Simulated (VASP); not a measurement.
# SiC (F-43m) in VASP: G0W0 quasiparticle levels with PBE

Aim: the G0W0 quasiparticle levels of SiC with PBE.

All numbers are computed with VASP 6.6.1; they aren't measurements. Logs are shortened: lines on timing, memory, paths and dates and some standing lists are left out, and cuts for length are marked.

## 1. The cell of the first run

It takes space group F-43m (No. 216, cubic). The conventional cell has a = 4.356 Å, b = 4.356 Å, c = 4.356 Å, α = 90.00°, β = 90.00°, γ = 90.00°. Within 2.5 Å of Si (site symmetry -43m) lie 4 C at 1.89 Å. C (site symmetry -43m) has 4 Si at 1.89 Å within 2.5 Å.

## 2. G0W0 quasiparticle levels, PBE

Contents of POSCAR:

```
SiC
1.0
    0.0000000000      2.1780503294      2.1780503294
    2.1780503294      0.0000000000      2.1780503294
    2.1780503294      2.1780503294      0.0000000000
Si C
1 1
Direct
    0.0000000000      0.0000000000      0.0000000000
    0.2500000000      0.2500000000      0.2500000000
```

Contents of INCAR.step1:

```
ALGO = Normal
EDIFF = 1E-8
ENCUT = 500
GGA = PE
ISMEAR = 0
LASPH = True
LCHARG = False
LREAL = False
LWAVE = True
NELM = 80
PREC = Accurate
SIGMA = 0.01
```

Contents of INCAR.step2:

```
ALGO = Exact
EDIFF = 1E-8
ENCUT = 500
GGA = PE
ISMEAR = 0
ISTART = 1
LASPH = True
LCHARG = False
LOPTICS = True
LREAL = False
LWAVE = True
NBANDS = 65
NELM = 1
PREC = Accurate
SIGMA = 0.01
```

Contents of INCAR.step3:

```
ALGO = EVGW0
EDIFF = 1E-8
ENCUT = 500
ENCUTGW = 120.0
GGA = PE
ISMEAR = 0
ISTART = 1
LASPH = True
LCHARG = False
LREAL = False
LWAVE = False
NBANDS = 65
NBANDSGW = 12
NELMGW = 1
NOMEGA = 96
OMEGAMAX = 30
PREC = Accurate
PRECFOCK = Fast
SIGMA = 0.01
```

Contents of KPOINTS:

```
k-points
0
Gamma
  6 6 6
```

Potentials or basis: VASP PAW PBE potentials, release 64 (Si_GW, C_GW).

Launch:

```sh
cat potpaw_PBE.64/Si_GW/POTCAR potpaw_PBE.64/C_GW/POTCAR > POTCAR
cp INCAR.step1 INCAR
mpirun -np 1 vasp_std > vasp.out
cp INCAR.step2 INCAR
mpirun -np 1 vasp_std > vasp.out
cp INCAR.step3 INCAR
mpirun -np 1 vasp_std > vasp.out
```

OUTCAR:

```text
EDIFF = 1E-8
   ENCUT = 500
   ENCUTGW = 120.0
   GGA = PE
   ISMEAR = 0
   ISTART = 1
   LASPH = True
   LREAL = False
   NELMGW = 1
   PREC = Accurate
   PRECFOCK = Fast

 ion  position               nearest neighbor table
   1  0.000  0.000  0.000-   2 1.89   2 1.89   2 1.89   2 1.89
   2  0.250  0.250  0.250-   1 1.89   1 1.89   1 1.89   1 1.89

  LATTYP: Found a face centered cubic cell.
 ALAT       =     4.3561006588

  Lattice vectors:

 A1 = (   0.0000000000,   2.1780503294,   2.1780503294)
 A2 = (   2.1780503294,   0.0000000000,   2.1780503294)
 A3 = (   2.1780503294,   2.1780503294,   0.0000000000)

Analysis of symmetry for initial positions (statically):
=====================================================================
 Subroutine PRICEL returns:
 Original cell was already a primitive cell.

 Routine SETGRP: Setting up the symmetry group for a
 face centered cubic supercell.

 Subroutine GETGRP returns: Found 24 space group operations
 (whereof 24 operations were pure point group operations)
 out of a pool of 48 trial point group operations.

The static configuration has the point symmetry T_d .

Analysis of symmetry for dynamics (positions and initial velocities):
=====================================================================
 Subroutine PRICEL returns:
 Original cell was already a primitive cell.

 Routine SETGRP: Setting up the symmetry group for a
 face centered cubic supercell.

 Subroutine GETGRP returns: Found 24 space group operations
 (whereof 24 operations were pure point group operations)
 out of a pool of 48 trial point group operations.

The dynamic configuration has the point symmetry T_d .

 Subroutine INISYM returns: Found 24 space group operations
 (whereof 24 operations are pure point group operations),
 and found     1 'primitive' translations

----------------------------------------------------------------------------------------

                                     Primitive cell

  volume of cell :      20.6649

  direct lattice vectors                    reciprocal lattice vectors
     0.000000000  2.178050329  2.178050329    -0.229563107  0.229563107  0.229563107
     2.178050329  0.000000000  2.178050329     0.229563107 -0.229563107  0.229563107
     2.178050329  2.178050329  0.000000000     0.229563107  0.229563107 -0.229563107

  length of vectors
     3.080228315  3.080228315  3.080228315     0.397614964  0.397614964  0.397614964

  position of ions in fractional coordinates (direct lattice)
     0.000000000  0.000000000  0.000000000
     0.250000000  0.250000000  0.250000000

  ion indices of the primitive-cell ions
   primitive index   ion index
                 1           1
                 2           2

----------------------------------------------------------------------------------------

 KPOINTS: k-points

Automatic generation of k-mesh.
 Grid dimensions read from file:
 generate k-points for:    6    6    6

 Generating k-lattice:

  Cartesian coordinates                     Fractional coordinates (reciprocal lattice)
    -0.038260518  0.038260518  0.038260518     0.166666667  0.000000000  0.000000000
     0.038260518 -0.038260518  0.038260518     0.000000000  0.166666667  0.000000000
     0.038260518  0.038260518 -0.038260518     0.000000000  0.000000000  0.166666667

  Length of vectors
     0.066269161  0.066269161  0.066269161

  Shift w.r.t. Gamma in fractional coordinates (k-lattice)
     0.000000000  0.000000000  0.000000000

 Subroutine IBZKPT returns following result:
 ===========================================

 Found     16 irreducible k-points:

 Following reciprocal coordinates:
            Coordinates               Weight
  0.000000  0.000000  0.000000      1.000000
  0.166667  0.000000  0.000000      8.000000
  0.333333  0.000000  0.000000      8.000000
  0.500000  0.000000  0.000000      4.000000
  0.166667  0.166667  0.000000      6.000000
  0.333333  0.166667  0.000000     24.000000
[... 8 lines left out ...]
 -0.333333  0.333333  0.166667     24.000000
 -0.333333  0.500000  0.166667     12.000000
   k-points           NKPTS =     16   k-points in BZ     NKDIM =    216   number of bands    NBANDS=     65
   number of dos      NEDOS =    301   number of ions     NIONS =      2
   total plane-waves  NPLWV =  13824
   dimension x,y,z NGX =    24 NGY =   24 NGZ =   24
   dimension x,y,z NGXF=    48 NGYF=   48 NGZF=   48
   ions per type =               1   1
   NGX,Y,Z   is equivalent  to a cutoff of  12.95, 12.95, 12.95 a.u.
   NGXF,Y,Z  is equivalent  to a cutoff of  25.91, 25.91, 25.91 a.u.
 SYSTEM =  unknown system
   PREC   = accura    normal or accurate (medium, high low for compatibility)
   ISTART =      1    job   : 0-new  1-cont  2-samecut
   ICHARG =      0    charge: 1-file 2-atom 10-const
   ISPIN  =      1    spin polarized calculation?
   LNONCOLLINEAR =      F non collinear calculations
   LSORBIT =      F    spin-orbit coupling
   LASPH  =      T    aspherical Exc in radial PAW
   ENCUT  =  500.0 eV  36.75 Ry    6.06 a.u.   5.62  5.62  5.62*2*pi/ulx,y,z
   NELM   =     60;   NELMIN=  2; NELMDL=  0     # of ELM steps
   EDIFF  = 0.1E-07   stopping-criterion for ELM
   LREAL  =      F    real-space projection
   EDIFFG = 0.1E-06   stopping-criterion for IOM
   NSW    =      0    number of steps for IOM
   IBRION =     -1    ionic relax: 0-MD 1-quasi-New 2-CG
   NFREE  =      0    steps in history (QN), initial steepest desc. (CG)
   ISIF   =      0    stress and relaxation
   ISYM   =      3    0-nonsym 1-usesym 2-fastsym
   POTIM  = 0.5000    time-step for ionic-motion
   TEBEG  =    0.0;   TEEND  =   0.0 temperature during run
   PSTRESS=    0.0 pullay stress
   NELECT =       8.0000    total number of electrons
   NUPDOWN=      -1.0000    fix difference up-down
   EMIN   =  10.00;   EMAX   =-10.00  energy-range for DOS
   EFERMI =   0.00;   METHOD = LEGACY
   ISMEAR =     0;   SIGMA  =   0.01  broadening in eV -4-tet -1-fermi 0-gaus
   EFERMI_NEDOS =   21; number of points for ismear=-14 and -15
   IALGO  =     38    algorithm
   IMIX   =      4    mixing-type and parameters
     AMIX     =   0.40;   BMIX     =  1.00
     AMIX_MAG =   1.60;   BMIX_MAG =  1.00
  volume/ion in A,a.u.               =      10.33        69.73
  Fermi-wavevector in a.u.,A,eV,Ry     =   1.193146  2.254719 19.369218  1.423597
  Thomas-Fermi vector in A             =   2.329167
   LORBIT       =      0    0 simple, 1 ext, 2 COOP (PROOUT), +10 PAW based schemes
   GGA     = PE    functional components
   LHFCALC =     T    Hartree Fock is set to
   PRECFOCK=fast      Normal, Fast or Accurate (Low or Medium for compatibility)
   ENCUT4O =  -1.0   cutoff for four orbital integrals eV
   NKREDX  =     1    reduce k-point grid by
   NKREDY  =     1    reduce k-point grid by
   NKREDZ  =     1    reduce k-point grid by
   AEXX    =    1.0000 exact exchange contribution
   HFSCREEN=    0.0000 screening length (either q_TF or 0.3 A-1)
   HFSCREENC=   0.0000 screening length for correlation (either q_TF or 0.3 A-1)
   ENCUTFOCK=  -1.0 apply spherical cutoff to Coloumb kernel
   IVDW    =     0    specifies the selected vdW correction
   LEPSILON=     F    determine dielectric tensor
   LRPA    =     F    only Hartree local field effects (RPA)
   LRPAFORCE           =     F    calculate RPA forces
   ENCUTGW             = 120.0    cutoff for response function in eV
   ENCUTGWSOFT         =  96.0    soft cutoff for Coulomb kernel in GW response function in eV
   ENCUTLF             =  -1.0    cutoff for local field effects
   NELMGW              =     1    number of iterations in solving QP/BSE equation
   NELMHF              =     1    number of iterations in the inner HF iteration
   NKREDLFX            =     1    NKREDLFY  =   1   NKREDLFZ  =   1
 non-spin polarized calculation
 Gauss-broadening in eV      SIGMA  =   0.01
  energy-cutoff  :      500.00
  volume of cell :       20.66
 maximum number of plane-waves:       544
 NGX is ok and might be reduce to    24
  NGX = 14; NGY = 14; NGZ = 14
   NGX = 11   NGY = 11   NGZ = 11
 maximum number of plane-waves:        70
 NGX is ok and might be reduce to    14

 QP shifts <psi_nk| G(iteration)W_0 |psi_nk>: iteration 1
 for sc-GW calculations column KS-energies equals QP-energies in previous step
 and V_xc(KS)=  KS-energies - (<T + V_ion + V_H > + <T+V_H+V_ion>^1  + <V_x>^1)

 k-point   1 :       0.0000    0.0000    0.0000
  band No.  KS-energies  QP-energies   sigma(KS)   V_xc(KS)     V^pw_x(r,r')   Z            occupation Imag(sigma)

      1      -7.6306      -8.5926     -14.0809     -12.7407     -21.7000       0.7178       2.0000       1.3815
      2       7.7898       7.3420     -15.3771     -14.8088     -17.4320       0.7878       2.0000       0.0530
      3       7.7898       7.3420     -15.3771     -14.8088     -17.4320       0.7878       2.0000       0.0530
      4       7.7898       7.3420     -15.3771     -14.8088     -17.4320       0.7878       2.0000       0.0530
      5      14.0327      14.6643     -12.3711     -13.1810      -7.3902       0.7798       0.0000      -0.1014
      6      15.0962      15.7387     -10.7381     -11.5486      -5.7592       0.7927       0.0000      -0.0987
      7      15.0962      15.7387     -10.7381     -11.5486      -5.7592       0.7927       0.0000      -0.0987
      8      15.0962      15.7387     -10.7381     -11.5486      -5.7592       0.7927       0.0000      -0.0987
      9      22.2861      23.0150     -10.5026     -11.4320      -4.5118       0.7843       0.0000      -0.2840
     10      22.2861      23.0150     -10.5026     -11.4320      -4.5118       0.7843       0.0000      -0.2840
     11      24.2677      24.5732      -9.4016      -9.7953      -2.9125       0.7758       0.0000      -0.4321
     12      25.0605      25.3973      -9.8363     -10.2735      -2.9613       0.7702       0.0000      -0.7281

 k-point   2 :       0.1667    0.0000    0.0000
  band No.  KS-energies  QP-energies   sigma(KS)   V_xc(KS)     V^pw_x(r,r')   Z            occupation Imag(sigma)
[... 225 lines left out ...]
      1      -2.4366      -3.2170     -15.5325     -14.4548     -21.9219       0.7242       2.0000       0.6504
      2       0.4928      -0.3259     -13.7758     -12.6677     -18.0580       0.7388       2.0000       0.2788
      3       3.2745       2.4943     -13.8953     -12.8679     -17.0711       0.7594       2.0000       0.1194
      4       3.3984       2.6386     -13.4911     -12.4969     -16.3997       0.7641       2.0000       0.1084
      5      11.7801      12.2414     -11.1432     -11.7202      -6.9030       0.7996       0.0000      -0.0762
      6      14.8825      15.5119     -10.9193     -11.7075      -6.0836       0.7986       0.0000      -0.0936
      7      18.6235      19.2819     -11.1366     -11.9990      -4.9199       0.7635       0.0000      -0.2369
      8      20.0070      20.8454     -11.8655     -12.9622      -5.7183       0.7644       0.0000      -0.2414
      9      21.9716      22.7538     -11.8701     -12.9286      -4.6011       0.7390       0.0000      -0.4397
     10      25.4937      26.1415     -10.9833     -11.8337      -3.7852       0.7617       0.0000      -0.6248
     11      28.9385      29.9265     -11.9266     -13.2346      -4.4973       0.7553       0.0000      -0.8304
     12      31.8950      32.5947     -11.6212     -12.5343      -4.0113       0.7664       0.0000      -1.2067
```

Run time: 2.2 min. Hardware: 1 thread of Intel Xeon Platinum 8488C (Sapphire Rapids), shared host; peak memory 0.32 GiB.

Results:

* Quasiparticle gap: 2.08 eV
* Least direct quasiparticle gap: 5.54 eV
* Band gap of the starting levels on the mesh: 1.35 eV
* Least direct gap of the starting levels on the mesh: 4.54 eV

Caveat: the k points lie up to 0.42 Å⁻¹ apart; bands, screening cutoff and mesh are small and nothing is extrapolated, so the quasiparticle values aren't converged.
